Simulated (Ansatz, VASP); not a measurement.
# One calculation of LuH2, two programs

```xyz
3
Lattice="0.0000 2.4791 2.4791 2.4791 0.0000 2.4791 2.4791 2.4791 0.0000" Properties=species:S:1:pos:R:3 pbc="T T T"
Lu    0.0000    0.0000    0.0000
H     1.2395    1.2395    1.2395
H     3.7186    3.7186    3.7186
```

Alike in both runs: functional PBEsol; k mesh 14 × 14 × 14; occupations gaussian, width 0.1 eV; no spin polarisation.

Ansatz relaxed the structure, and its values are those at the end. VASP's run is a single point on that final structure, the one shown.

```csv
,VASP,Ansatz
version,VASP 6.6.1,Ansatz 0.2.0
potentials or method,"VASP PAW PBE potentials, release 64 (Lu, H), cutoff 520 eV","scalar-relativistic, plane waves, PAW"
valence electrons in the cell,27,27
```

|  | VASP | Ansatz | Ansatz less VASP |
| --- | --- | --- | --- |
| gap on the k mesh at the Fermi level (eV) | none | none | - |
| pressure (GPa) | 0.4 | 0.0 | -0.37 |

VASP's potentials were made for PBE, not for PBEsol. A gap of «none» marks a metal or a gap that the smearing closes.

Neither program's run includes spin-orbit coupling.
